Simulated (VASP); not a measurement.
Crystal: Se.

```xyz
4
Lattice="2.4526 -2.4541 0.0000 2.4526 2.4541 0.0000 0.0000 0.0000 5.4164" Properties=species:S:1:pos:R:3 pbc="T T T"
Se    2.4526    1.2271    2.2337
Se    2.4526   -1.2271    3.1827
Se    1.2263    1.2271    0.0000
Se    1.2263   -1.2271    0.0000
```

The cell was generated, and may not be a known phase.

* Program: VASP 6.6.1
* Task: relaxation of cell and atoms
* Functional: PBE
* Potentials or basis: VASP PAW PBE potentials, release 64 (Se)
* Cutoff: 600 eV
* k mesh: 6 × 6 × 4
* Occupations: gaussian, width 0.1 eV
* Spin: no spin polarisation

At the start: pressure 47.4 GPa; volume 16.30 Å³/atom.

Where does the relaxation end?

Over 11 steps the energy falls by 768.5 meV/atom and the volume is 22.51 Å³/atom (+38.1 %); space group Cmme (No. 67, to 0.1 Å) before and after.

The path:
| step | energy change (eV) | largest force (eV/Å) | pressure (GPa) | volume (Å³) |
| --- | --- | --- | --- | --- |
| 1 | 0.0000 | 1.0006 | 47.39 | 65.20 |
| 2 | -1.7862 | 0.2817 | -9.80 | 121.97 |
| 3 | -3.0067 | 0.2358 | -0.49 | 92.32 |
| 4 | -3.0070 | 0.2529 | -0.06 | 91.72 |
| 5 | -3.0262 | 0.2300 | -0.03 | 91.44 |
| 6 | -3.0531 | 0.1262 | 0.29 | 90.52 |
| 7 | -3.0665 | 0.0259 | -0.33 | 90.87 |
| 8 | -3.0685 | 0.0289 | -0.61 | 91.03 |
| 9 | -3.0734 | 0.0202 | 0.30 | 89.65 |
| 10 | -3.0735 | 0.0214 | 0.24 | 89.74 |
| 11 | -3.0741 | 0.0306 | -0.02 | 90.03 |

Final structure:
```
Se
1.0
     2.91421   -2.74720    0.00000
     2.91421    2.74720    0.00000
     0.00000    0.00000    5.62277
Se
4
Direct
  0.25000 0.75000 0.42990
  0.75000 0.25000 0.57010
  0.00000 0.50000 0.00000
  0.50000 0.00000 0.00000
```

Caveat: the volume moved by over 15 % at a fixed basis, so the end points are rough.
